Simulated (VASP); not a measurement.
# NbAs (I4_1md) in VASP: further runs

The runs below take NbAs through single point, with PBE+U, PBE.

Everything below comes from runs of VASP 6.6.1. Logs are shortened: lines on timing, memory, paths and dates and some standing lists are left out, and cuts for length are marked.

### Step 1. The cell of the first run

Symmetry: I4_1md, No. 109, tetragonal system. The conventional cell has a = 3.452 Å, b = 3.452 Å, c = 11.680 Å, α = 90.00°, β = 90.00°, γ = 90.00°. Within 3.4 Å of Nb (site symmetry 2mm) lie 6 As at 2.60 to 2.63 Å and 4 Nb at 3.39 Å. As (site symmetry 2mm) has 6 Nb at 2.60 to 2.63 Å and 4 As at 3.39 Å within 3.4 Å.

### Step 2. Single point, PBE+U

INCAR reads:

```
PREC = Accurate
ENCUT = 500
EDIFF = 1E-6
ISMEAR = 0
SIGMA = 0.1
LREAL = False
LASPH = True
NELM = 200
ALGO = Normal
ISIF = 2
LWAVE = False
LCHARG = False
LMAXMIX = 4
LDAU = True
LDAUTYPE = 1
LDAUL = 2 -1
LDAUU = 4.5 0
LDAUJ = 1 0
LDAUPRINT = 1
GGA = PE
NBANDS = 26
GGA_COMPAT = False
```

KPOINTS reads:

```
Automatic mesh
0
Gamma
  2 2 3
```

POSCAR reads:

```
NbAs
1.0
   -1.7258500000      1.7258500000      5.8400000000
    1.7258500000     -1.7258500000      5.8400000000
    1.7258500000      1.7258500000     -5.8400000000
Nb As
2 2
Direct
    0.7500000000      0.7500000000      0.0000000000
    0.5000000000      0.0000000000      0.5000000000
    0.1660000000      0.1660000000      0.0000000000
    0.9160000000      0.4160000000      0.5000000000
```

Potentials or basis: VASP PAW PBE potentials, release 64 (Nb_sv, As).

Started as:

```console
> cat potpaw_PBE.64/Nb_sv/POTCAR potpaw_PBE.64/As/POTCAR > POTCAR
> mpirun -np 1 vasp_std > vasp.out
```

OUTCAR:

```text
PREC = Accurate
   ENCUT = 500
   EDIFF = 1E-6
   ISMEAR = 0
   LREAL = False
   LASPH = True
   NELM = 200
   ISIF = 2
   GGA = PE

 ion  position               nearest neighbor table
   1  0.750  0.750  0.000-   4 2.60   4 2.60   3 2.63   3 2.63   3 2.63   3 2.63
   2  0.500  0.000  0.500-   3 2.60   3 2.60   4 2.63   4 2.63   4 2.63   4 2.63
   3  0.166  0.166  0.000-   2 2.60   2 2.60   1 2.63   1 2.63   1 2.63   1 2.63
   4  0.916  0.416  0.500-   1 2.60   1 2.60   2 2.63   2 2.63   2 2.63   2 2.63

  LATTYP: Found a body centered tetragonal cell.
 ALAT       =     3.4517000000
 C/A-ratio  =     3.3838398470

  Lattice vectors:

 A1 = (  -1.7258500000,   1.7258500000,   5.8400000000)
 A2 = (   1.7258500000,  -1.7258500000,   5.8400000000)
 A3 = (   1.7258500000,   1.7258500000,  -5.8400000000)

Analysis of symmetry for initial positions (statically):
=====================================================================
 Subroutine PRICEL returns:
 Original cell was already a primitive cell.

 Routine SETGRP: Setting up the symmetry group for a
 body centered tetragonal supercell.

 Subroutine GETGRP returns: Found  8 space group operations
 (whereof  4 operations were pure point group operations)
 out of a pool of 16 trial point group operations.

The static configuration has the point symmetry C_2v.
 The point group associated with its full space group is C_4v.

Analysis of symmetry for dynamics (positions and initial velocities):
=====================================================================
 Subroutine PRICEL returns:
 Original cell was already a primitive cell.

 Routine SETGRP: Setting up the symmetry group for a
 body centered tetragonal supercell.

 Subroutine GETGRP returns: Found  8 space group operations
 (whereof  4 operations were pure point group operations)
 out of a pool of 16 trial point group operations.

The dynamic configuration has the point symmetry C_2v.
 The point group associated with its full space group is C_4v.

 Subroutine INISYM returns: Found  8 space group operations
 (whereof  4 operations are pure point group operations),
 and found     1 'primitive' translations

----------------------------------------------------------------------------------------

                                     Primitive cell

  volume of cell :      69.5791

  direct lattice vectors                    reciprocal lattice vectors
    -1.725850000  1.725850000  5.840000000     0.000000000  0.289712316  0.085616438
     1.725850000 -1.725850000  5.840000000     0.289712316  0.000000000  0.085616438
     1.725850000  1.725850000 -5.840000000     0.289712316  0.289712316  0.000000000

  length of vectors
     6.329511549  6.329511549  6.329511549     0.302098329  0.302098329  0.409715086

  position of ions in fractional coordinates (direct lattice)
     0.750000000  0.750000000  0.000000000
     0.500000000  0.000000000  0.500000000
     0.166000000  0.166000000  0.000000000
     0.916000000  0.416000000  0.500000000

  ion indices of the primitive-cell ions
   primitive index   ion index
                 1           1
                 2           2
                 3           3
                 4           4

----------------------------------------------------------------------------------------

 KPOINTS: Automatic mesh

Automatic generation of k-mesh.
 Grid dimensions read from file:
 generate k-points for:    2    2    3

 Generating k-lattice:

  Cartesian coordinates                     Fractional coordinates (reciprocal lattice)
     0.000000000  0.144856158  0.042808219     0.500000000 -0.000000000  0.000000000
     0.144856158  0.000000000  0.042808219    -0.000000000  0.500000000  0.000000000
     0.096570772  0.096570772  0.000000000     0.000000000  0.000000000  0.333333333

  Length of vectors
     0.151049164  0.151049164  0.136571695

  Shift w.r.t. Gamma in fractional coordinates (k-lattice)
     0.000000000  0.000000000  0.000000000

 -----------------------------------------------------------------------------
|                                                                             |
[... 54 lines left out ...]
   NSW    =      0    number of steps for IOM
   IBRION =     -1    ionic relax: 0-MD 1-quasi-New 2-CG
   NFREE  =      0    steps in history (QN), initial steepest desc. (CG)
   ISIF   =      2    stress and relaxation
   ISYM   =      2    0-nonsym 1-usesym 2-fastsym
   POTIM  = 0.5000    time-step for ionic-motion
   TEBEG  =    0.0;   TEEND  =   0.0 temperature during run
   PSTRESS=    0.0 pullay stress
   NELECT =      36.0000    total number of electrons
   NUPDOWN=      -1.0000    fix difference up-down
   EMIN   =  10.00;   EMAX   =-10.00  energy-range for DOS
   EFERMI =   0.00;   METHOD = LEGACY
   ISMEAR =     0;   SIGMA  =   0.10  broadening in eV -4-tet -1-fermi 0-gaus
   EFERMI_NEDOS =   21; number of points for ismear=-14 and -15
   IALGO  =     38    algorithm
   IMIX   =      4    mixing-type and parameters
     AMIX     =   0.40;   BMIX     =  1.00
     AMIX_MAG =   1.60;   BMIX_MAG =  1.00
  volume/ion in A,a.u.               =      17.39       117.39
  Fermi-wavevector in a.u.,A,eV,Ry     =   1.314264  2.483599 23.501213  1.727290
  Thomas-Fermi vector in A             =   2.444529
   LORBIT       =      0    0 simple, 1 ext, 2 COOP (PROOUT), +10 PAW based schemes
 LDA+U is selected, type is set to LDAUTYPE =  1
   angular momentum for each species LDAUL =     2   -1
   U (eV)           for each species LDAUU =   4.5  0.0
   J (eV)           for each species LDAUJ =   1.0  0.0
   GGA     = PE    functional components
   LHFCALC =     F    Hartree Fock is set to
   AEXX    =    0.0000 exact exchange contribution
   IVDW    =     0    specifies the selected vdW correction
   LEPSILON=     F    determine dielectric tensor
   LRPA    =     F    only Hartree local field effects (RPA)
 non-spin polarized calculation
 Gauss-broadening in eV      SIGMA  =   0.10
  energy-cutoff  :      500.00
  volume of cell :       69.58
 maximum number of plane-waves:      1785
 NGX is ok and might be reduce to    48
   NGX = 23   NGY = 23   NGZ = 23

atom =   1  type =  1  l = 2

 onsite density matrix

spin component  1

  0.2297  0.0000  0.0000 -0.0000  0.0000
  0.0000  0.2304 -0.0000  0.0000  0.0000
  0.0000 -0.0000  0.2384 -0.0000  0.0008
 -0.0000  0.0000 -0.0000  0.2113  0.0000
  0.0000  0.0000  0.0008  0.0000  0.1996

spin component  2

  0.2297  0.0000  0.0000 -0.0000  0.0000
  0.0000  0.2304 -0.0000  0.0000  0.0000
  0.0000 -0.0000  0.2384 -0.0000  0.0008
 -0.0000  0.0000 -0.0000  0.2113  0.0000
  0.0000  0.0000  0.0008  0.0000  0.1996

 occupancies and eigenvectors

  o =  0.1996  v =  0.0000  0.0000 -0.0217  0.0000  0.9998  0.0000  0.0000  0.0000  0.0000  0.0000      0.0000  0.0000  0.0000  0.0000  0.0000  0.0000  0.0000  0.0000  0.0000  0.0000
  o =  0.1996  v =  0.0000  0.0000  0.0000  0.0000  0.0000  0.0000  0.0000 -0.0217  0.0000  0.9998      0.0000  0.0000  0.0000  0.0000  0.0000  0.0000  0.0000  0.0000  0.0000  0.0000
  o =  0.2113  v =  0.0000 -0.0000  0.0000 -1.0000  0.0000  0.0000  0.0000  0.0000  0.0000  0.0000      0.0000  0.0000  0.0000  0.0000  0.0000  0.0000  0.0000  0.0000  0.0000  0.0000
  o =  0.2113  v =  0.0000  0.0000  0.0000  0.0000  0.0000  0.0000 -0.0000  0.0000 -1.0000  0.0000      0.0000  0.0000  0.0000  0.0000  0.0000  0.0000  0.0000  0.0000  0.0000  0.0000
  o =  0.2297  v =  1.0000  0.0000  0.0000  0.0000  0.0000  0.0000  0.0000  0.0000  0.0000  0.0000      0.0000  0.0000  0.0000  0.0000  0.0000  0.0000  0.0000  0.0000  0.0000  0.0000
  o =  0.2297  v =  0.0000  0.0000  0.0000  0.0000  0.0000  1.0000  0.0000  0.0000  0.0000  0.0000      0.0000  0.0000  0.0000  0.0000  0.0000  0.0000  0.0000  0.0000  0.0000  0.0000
  o =  0.2304  v =  0.0000  0.0000  0.0000  0.0000  0.0000  0.0000 -1.0000  0.0000  0.0000  0.0000      0.0000  0.0000  0.0000  0.0000  0.0000  0.0000  0.0000  0.0000  0.0000  0.0000
  o =  0.2304  v =  0.0000 -1.0000  0.0000  0.0000  0.0000  0.0000  0.0000  0.0000  0.0000  0.0000      0.0000  0.0000  0.0000  0.0000  0.0000  0.0000  0.0000  0.0000  0.0000  0.0000
  o =  0.2384  v =  0.0000  0.0000  0.0000  0.0000  0.0000  0.0000  0.0000  0.9998  0.0000  0.0217      0.0000  0.0000  0.0000  0.0000  0.0000  0.0000  0.0000  0.0000  0.0000  0.0000
  o =  0.2384  v =  0.0000  0.0000  0.9998  0.0000  0.0217  0.0000  0.0000  0.0000  0.0000  0.0000      0.0000  0.0000  0.0000  0.0000  0.0000  0.0000  0.0000  0.0000  0.0000  0.0000

atom =   2  type =  1  l = 2

 onsite density matrix

spin component  1

  0.2297 -0.0000  0.0000  0.0000  0.0000
 -0.0000  0.2113 -0.0000  0.0000 -0.0000
  0.0000 -0.0000  0.2384 -0.0000 -0.0008
  0.0000  0.0000 -0.0000  0.2304 -0.0000
  0.0000 -0.0000 -0.0008 -0.0000  0.1996

spin component  2

  0.2297 -0.0000  0.0000  0.0000  0.0000
 -0.0000  0.2113 -0.0000  0.0000 -0.0000
  0.0000 -0.0000  0.2384 -0.0000 -0.0008
  0.0000  0.0000 -0.0000  0.2304 -0.0000
  0.0000 -0.0000 -0.0008 -0.0000  0.1996

 occupancies and eigenvectors

  o =  0.1996  v =  0.0000 -0.0000 -0.0217 -0.0000 -0.9998  0.0000  0.0000  0.0000  0.0000  0.0000      0.0000  0.0000  0.0000  0.0000  0.0000  0.0000  0.0000  0.0000  0.0000  0.0000
  o =  0.1996  v =  0.0000  0.0000  0.0000  0.0000  0.0000  0.0000 -0.0000 -0.0217 -0.0000 -0.9998      0.0000  0.0000  0.0000  0.0000  0.0000  0.0000  0.0000  0.0000  0.0000  0.0000
  o =  0.2113  v =  0.0000  1.0000  0.0000  0.0000 -0.0000  0.0000  0.0000  0.0000  0.0000  0.0000      0.0000  0.0000  0.0000  0.0000  0.0000  0.0000  0.0000  0.0000  0.0000  0.0000
  o =  0.2113  v =  0.0000  0.0000  0.0000  0.0000  0.0000  0.0000  1.0000  0.0000  0.0000 -0.0000      0.0000  0.0000  0.0000  0.0000  0.0000  0.0000  0.0000  0.0000  0.0000  0.0000
  o =  0.2297  v =  1.0000  0.0000  0.0000  0.0000  0.0000  0.0000  0.0000  0.0000  0.0000  0.0000      0.0000  0.0000  0.0000  0.0000  0.0000  0.0000  0.0000  0.0000  0.0000  0.0000
  o =  0.2297  v =  0.0000  0.0000  0.0000  0.0000  0.0000  1.0000  0.0000  0.0000  0.0000  0.0000      0.0000  0.0000  0.0000  0.0000  0.0000  0.0000  0.0000  0.0000  0.0000  0.0000
  o =  0.2304  v =  0.0000  0.0000  0.0000  0.0000  0.0000  0.0000  0.0000 -0.0000 -1.0000  0.0000      0.0000  0.0000  0.0000  0.0000  0.0000  0.0000  0.0000  0.0000  0.0000  0.0000
  o =  0.2304  v =  0.0000  0.0000 -0.0000 -1.0000  0.0000  0.0000  0.0000  0.0000  0.0000  0.0000      0.0000  0.0000  0.0000  0.0000  0.0000  0.0000  0.0000  0.0000  0.0000  0.0000
  o =  0.2384  v =  0.0000  0.0000  0.0000  0.0000  0.0000  0.0000  0.0000 -0.9998  0.0000  0.0217      0.0000  0.0000  0.0000  0.0000  0.0000  0.0000  0.0000  0.0000  0.0000  0.0000
  o =  0.2384  v =  0.0000  0.0000 -0.9998  0.0000  0.0217  0.0000  0.0000  0.0000  0.0000  0.0000      0.0000  0.0000  0.0000  0.0000  0.0000  0.0000  0.0000  0.0000  0.0000  0.0000

 number of electron      35.9999999 magnetization

 Free energy of the ion-electron system (eV)
  ---------------------------------------------------
  ext. energy  EPLUGINS =         0.00000000
  ---------------------------------------------------
  free energy    TOTEN  =       -26.27326937 eV

  energy without entropy =      -26.26896829  energy(sigma->0) =      -26.27111883

 E-fermi :   9.9806     XC(G=0): -11.8710

 val. band max:        9.8591704723   @ k =   0.5000  -0.0000   0.0000
 cond. band min:      10.1020965628   @ k =   0.5000  -0.0000   0.0000
 fundamental gap:      0.2429260905
 Fermi energy:         9.9806335176

 k-point     1 :       0.0000    0.0000    0.0000
  band No.  band energies     occupation
      1     -46.0017      2.00000
      2     -45.9742      2.00000
      3     -22.1510      2.00000
      4     -22.0868      2.00000
      5     -22.0868      2.00000
      6     -21.9052      2.00000
[... 163 lines left out ...]
     25      14.5320      0.00000
     26      14.5320      0.00000

------------------------ aborting loop because EDIFF is reached ----------------------------------------

  FORCE on cell =-STRESS in cart. coord.  units (eV):
  Direction    XX          YY          ZZ          XY          YZ          ZX
  --------------------------------------------------------------------------------------
  -------------------------------------------------------------------------------------
  Total        2.4533255      2.4533255      4.5903982      0.0000000      0.0000000      0.0000000
  in kB       56.4919835     56.4919835    105.7017094      0.0000000      0.0000000      0.0000000
  external PRESSURE =      72.8952255 kB  Pullay stress =       0.0000000 kB

 VOLUME and BASIS-vectors are now :
 -----------------------------------------------------------------------------
  energy-cutoff  :      500.00
  volume of cell :       69.58
      direct lattice vectors                 reciprocal lattice vectors
    -1.725850000  1.725850000  5.840000000     0.000000000  0.289712316  0.085616438
     1.725850000 -1.725850000  5.840000000     0.289712316  0.000000000  0.085616438
     1.725850000  1.725850000 -5.840000000     0.289712316  0.289712316  0.000000000

 POSITION                                       TOTAL-FORCE (eV/Angst)
 -----------------------------------------------------------------------------------
      0.00000      0.00000      8.76000        -0.000000      0.000000     -0.477842
      0.00000      1.72585      0.00000         0.000000     -0.000000     -0.477842
      0.00000      0.00000      1.93888        -0.000000      0.000000      0.477842
      0.00000      1.72585      4.85888         0.000000     -0.000000      0.477842
 -----------------------------------------------------------------------------------
    total drift:                               -0.000000     -0.000000      0.000442

  FREE ENERGIE OF THE ION-ELECTRON SYSTEM (eV)
  ---------------------------------------------------
  free  energy   TOTEN  =       -26.2732693731 eV

  energy  without entropy=      -26.2689682945  energy(sigma->0) =      -26.27111883
```

Wall time 31 s (1 thread of Intel Xeon Platinum 8259CL at 2.50GHz (Skylake/Cascade Lake), shared host); peak memory 0.31 GiB.

Results:

```yaml
Free_energy: -26.2733 eV
Pressure: 7.3 GPa
Largest_force: 0.478 eV/Å
Band_gap_on_the_k_mesh: 0.24 eV, direct
```

Forces in eV/Å, atoms in the order of the input:
```
Nb   0.000  0.000 -0.478
Nb   0.000  0.000 -0.478
As   0.000  0.000  0.478
As   0.000  0.000  0.478
```

Stress tensor (GPa, compression positive):
```
 5.65  0.00  0.00
 0.00  5.65  0.00
 0.00  0.00 10.57
```

Eigenvalues of the final occupation matrices:
| site | spin | trace | eigenvalues |
| --- | --- | --- | --- |
| site 1 d | 1 | 1.11 | 0.20 0.21 0.23 0.23 0.24 |
| site 1 d | 2 | 1.11 | 0.20 0.21 0.23 0.23 0.24 |
| site 2 d | 1 | 1.11 | 0.20 0.21 0.23 0.23 0.24 |
| site 2 d | 2 | 1.11 | 0.20 0.21 0.23 0.23 0.24 |

Caveat: the k points lie up to 0.95 Å⁻¹ apart; the U is typed as a test and isn't derived for this compound.

### Step 3. Single point, PBE

INCAR reads:

```
  ALGO = Normal
  EDIFF = 1E-6
  ENCUT = 500
  GGA = PE
  GGA_COMPAT = False
  ISIF = 2
  ISMEAR = 0
  LASPH = True
  LCHARG = False
  LREAL = False
  LWAVE = False
  NBANDS = 26
  NELM = 120
  PREC = Accurate
  SIGMA = 0.1
```

KPOINTS reads:

```
k-points
0
Gamma
  4 4 4
```

POSCAR is that of step 2.

Potentials or basis: VASP PAW PBE potentials, release 64 (Nb_sv, As).

Started as:

```console
> cat potpaw_PBE.64/Nb_sv/POTCAR potpaw_PBE.64/As/POTCAR > POTCAR
> mpirun -np 1 vasp_std > vasp.out
```

OUTCAR:

```text
EDIFF = 1E-6
   ENCUT = 500
   GGA = PE
   ISIF = 2
   ISMEAR = 0
   LASPH = True
   LREAL = False
   NELM = 120
   PREC = Accurate

 ion  position               nearest neighbor table
   1  0.750  0.750  0.000-   4 2.60   4 2.60   3 2.63   3 2.63   3 2.63   3 2.63
   2  0.500  0.000  0.500-   3 2.60   3 2.60   4 2.63   4 2.63   4 2.63   4 2.63
   3  0.166  0.166  0.000-   2 2.60   2 2.60   1 2.63   1 2.63   1 2.63   1 2.63
   4  0.916  0.416  0.500-   1 2.60   1 2.60   2 2.63   2 2.63   2 2.63   2 2.63

  LATTYP: Found a body centered tetragonal cell.
 ALAT       =     3.4517000000
 C/A-ratio  =     3.3838398470

  Lattice vectors:

 A1 = (  -1.7258500000,   1.7258500000,   5.8400000000)
 A2 = (   1.7258500000,  -1.7258500000,   5.8400000000)
 A3 = (   1.7258500000,   1.7258500000,  -5.8400000000)

Analysis of symmetry for initial positions (statically):
=====================================================================
 Subroutine PRICEL returns:
 Original cell was already a primitive cell.
[... 161 lines left out ...]
  free energy    TOTEN  =       -32.36485752 eV

  energy without entropy =      -32.34537079  energy(sigma->0) =      -32.35511415

 E-fermi :   9.6768     XC(G=0): -11.8481

 val. band max:        9.6738092590   @ k =  -0.2500   0.2500   0.2500
 cond. band min:       9.6989390803   @ k =   0.5000  -0.0000   0.0000
 fundamental gap:      0.0251298213
 Fermi energy:         9.6768108799

 k-point     1 :       0.0000    0.0000    0.0000
  band No.  band energies     occupation
      1     -45.4758      2.00000
      2     -45.4473      2.00000
      3     -21.6894      2.00000
      4     -21.5926      2.00000
      5     -21.5926      2.00000
      6     -21.4311      2.00000
[... 366 lines left out ...]
     25      14.4592      0.00000
     26      14.4592      0.00000

------------------------ aborting loop because EDIFF is reached ----------------------------------------

  FORCE on cell =-STRESS in cart. coord.  units (eV):
  Direction    XX          YY          ZZ          XY          YZ          ZX
  --------------------------------------------------------------------------------------
  -------------------------------------------------------------------------------------
  Total        1.4136766      1.4136766      2.0485942      0.0000000      0.0000000      0.0000000
  in kB       32.5523039     32.5523039     47.1723585      0.0000000      0.0000000      0.0000000
  external PRESSURE =      37.4256554 kB  Pullay stress =       0.0000000 kB

 VOLUME and BASIS-vectors are now :
 -----------------------------------------------------------------------------
  energy-cutoff  :      500.00
  volume of cell :       69.58
      direct lattice vectors                 reciprocal lattice vectors
    -1.725850000  1.725850000  5.840000000     0.000000000  0.289712316  0.085616438
     1.725850000 -1.725850000  5.840000000     0.289712316  0.000000000  0.085616438
     1.725850000  1.725850000 -5.840000000     0.289712316  0.289712316  0.000000000

 POSITION                                       TOTAL-FORCE (eV/Angst)
 -----------------------------------------------------------------------------------
      0.00000      0.00000      8.76000        -0.000000     -0.000000     -0.286534
      0.00000      1.72585      0.00000         0.000000      0.000000     -0.286534
      0.00000      0.00000      1.93888        -0.000000     -0.000000      0.286534
      0.00000      1.72585      4.85888         0.000000      0.000000      0.286534
 -----------------------------------------------------------------------------------
    total drift:                               -0.000000     -0.000000      0.000046

  FREE ENERGIE OF THE ION-ELECTRON SYSTEM (eV)
  ---------------------------------------------------
  free  energy   TOTEN  =       -32.3648575179 eV

  energy  without entropy=      -32.3453707916  energy(sigma->0) =      -32.35511415
```

Run time: 56 s. Hardware: 1 thread of Intel Xeon Platinum 8259CL at 2.50GHz (Skylake/Cascade Lake), shared host; peak memory 0.31 GiB.

What came out:

```yaml
Free_energy: -32.3649 eV
Pressure: 3.7 GPa
Largest_force: 0.287 eV/Å
```

Forces in eV/Å, atoms in the order of the input:
```
Nb   0.000  0.000 -0.287
Nb   0.000  0.000 -0.287
As   0.000  0.000  0.287
As   0.000  0.000  0.287
```

Caveat: the k points lie up to 0.64 Å⁻¹ apart.

[end of part 1 of 3]
